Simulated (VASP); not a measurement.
Write the native input for VASP 6.6.1 that does the following.

```
Task                   : single point
Functional             : LDA
Potentials or basis    : VASP PAW LDA potentials, release 64 (Ir_sv_GW)
Cutoff                 : 560 eV
k mesh                 : 18 × 18 × 10
Occupations            : gaussian, width 0.15 eV
Spin                   : no spin polarisation
Dipole correction      : no
Further INCAR settings : ALGO = Normal; EDIFF = 1e-06; NBANDS = 24
```

The structure of Ir lies in POSCAR:

```
Ir
1.0
    2.5159000000      0.0000000000      0.0000000000
   -1.2579500000      2.1788333134      0.0000000000
    0.0000000000      0.0000000000      4.6056000000
Ir
2
Direct
    0.6666666667      0.3333333333      0.7500000000
    0.3333333333      0.6666666667      0.2500000000
```

This isn't the form of Ir at room conditions, which is fcc.

These files were run (other wordings do the same):

INCAR

```
SYSTEM = Ir
ALGO     = Normal         ! electronic algorithm
EDIFF    = 1E-6           ! SCF threshold, eV
ENCUT    = 560            ! plane-wave cutoff, eV
GGA_COMPAT= .False.      
ISIF     = 2              ! what is computed and relaxed
ISMEAR   = 0              ! smearing method
LASPH    = .True.         ! aspherical terms in the spheres
LCHARG   = .False.        ! write CHGCAR
LREAL    = .False.        ! projectors in reciprocal space
LWAVE    = .False.        ! write WAVECAR
NBANDS   = 24             ! bands
NELM     = 120            ! most SCF steps
PREC     = Accurate       ! precision mode
SIGMA    = 0.15           ! smearing width, eV
```

KPOINTS

```
k-points
0
Gamma
  18 18 10
  0 0 0
```

Potentials or basis: VASP PAW LDA potentials, release 64 (Ir_sv_GW).

Run with:

```console
$ cat potpaw_LDA.64/Ir_sv_GW/POTCAR > POTCAR
$ mpirun -np 1 vasp_std > vasp.out
```

Results of the run:

* Pressure: 57.8 GPa
* Band gap on the k mesh: zero (bands 17 and 18 overlap by 4.39 eV)

Caveat: the stress differs along the axes, from 5 to 84 GPa; spin-orbit coupling is left out, which moves the levels of the heavy elements.

Wall time 91 s on 1 thread of AMD EPYC 7R13 Processor (Zen 3) (shared host), peak memory 0.2 GiB.
